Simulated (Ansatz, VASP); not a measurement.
Two plane-wave programs on GaSb3

The input INCAR:

```
  ALGO = Normal
  EDIFF = 1E-6
  ENCUT = 520
  GGA = PS
  ISIF = 2
  ISMEAR = 0
  LASPH = True
  LCHARG = False
  LREAL = False
  LWAVE = False
  NBANDS = 22
  NELM = 80
  PREC = Accurate
  SIGMA = 0.15
```

File KPOINTS:

```
k-points
0
Gamma
  10 10 10
```

POSCAR

```
GaSb3
1.0
   -0.0486830498      3.6466703981      3.2455366543
    3.5979873483      0.0000000000      3.1968536045
    3.6466703981      3.6466703981     -0.0486830498
Ga Sb
1 3
Direct
    0.0000000000      0.0000000000      0.0000000000
    0.2500000000      0.2500000000      0.2500000000
    0.7500000000      0.7500000000      0.7500000000
    0.5000000000      0.5000000000      0.5000000000
```

Input for Ansatz:

```yaml
crystal:
  lattice:
    - [-0.0486830498, 3.6466703981, 3.2455366543]
    - [3.5979873483, 0.0, 3.1968536045]
    - [3.6466703981, 3.6466703981, -0.0486830498]
  atoms:
    - { symbol: Ga, position: [0.0, 0.0, 0.0] }
    - { symbol: Sb, position: [0.25, 0.25, 0.25] }
    - { symbol: Sb, position: [0.75, 0.75, 0.75] }
    - { symbol: Sb, position: [0.5, 0.5, 0.5] }
basis:
  ecutwfc: 420
kpoints:
  mp_grid: { grid: [10, 10, 10] }
hamiltonian:
  xc: pbesol
  pseudopotentials: { kind: paw, azcp: { folder: soft_1 } }
scf:
  occupations: { method: gaussian, width: 0.15 }
output:
  forces: true
  stress: true
  eigenvalues: true
```

Change from the starting cell: engineering shear strain xz -0.0267, normal strain along z -0.1100.

Alike in both runs: task single point; functional PBEsol; k mesh 10 × 10 × 10; occupations gaussian, width 0.15 eV; no spin polarisation.

|  | VASP | Ansatz |
| --- | --- | --- |
| version | VASP 6.6.1 | Ansatz 0.2.0 |
| potentials or method | VASP PAW PBE potentials, release 64 (Ga_d, Sb), cutoff 520 eV | scalar-relativistic, plane waves, PAW |
| valence electrons in the cell | 28 | 58 |

|  | VASP | Ansatz | Ansatz less VASP |
| --- | --- | --- | --- |
| gap on the k mesh at the Fermi level (eV) | none | none | - |
| pressure (GPa) | 10.8 | 10.7 | -0.15 |
| traceless stress, the component that is largest in VASP (GPa) | 1.51 | 1.48 | -0.029 |
| rms of the force components (eV/Å) | 0.046 | 0.045 | -0.0012 |

VASP's potentials were made for PBE, not for PBEsol, and Ansatz warns of the same on its side. Atom by atom the forces differ by 0.001 eV/Å (rms over components). A gap of «none» marks a metal or a gap that the smearing closes. With one functional, cell and mesh, what is left measures potentials, basis and numerics. VASP's potentials hold 28 valence electrons a cell and Ansatz's 58, so a difference there can come from the potentials and not from the codes.

Neither program's run includes spin-orbit coupling.
